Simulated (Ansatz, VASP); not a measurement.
**Two plane-wave programs on Ru**

```xyz
2
Lattice="2.7236 0.0000 0.0000 -1.3618 2.3587 0.0000 0.0000 0.0000 4.2891" Properties=species:S:1:pos:R:3 pbc="T T T"
Ru    0.0000    1.5724    1.0723
Ru    1.3618    0.7862    3.2168
```

Alike in both runs: task single point; functional PBE; k mesh 13 × 13 × 7; occupations gaussian, width 0.3 eV; no spin polarisation.

```csv
,VASP,Ansatz
version,VASP 6.6.1,Ansatz 0.2.0
potentials or method,"VASP PAW PBE potentials, release 64 (Ru_pv), cutoff 520 eV","plane waves (420 eV) with PAW, scalar-relativistic"
valence electrons in the cell,28,32
```

|  | VASP | Ansatz | Ansatz less VASP |
| --- | --- | --- | --- |
| pressure (GPa) | 0.1 | 0.2 | +0.10 |
| traceless stress, the component that is largest in VASP (GPa) | 0.39 | 0.38 | -0.013 |

VASP's potentials hold 28 valence electrons a cell and Ansatz's 32, so a difference there can come from the potentials and not from the codes.
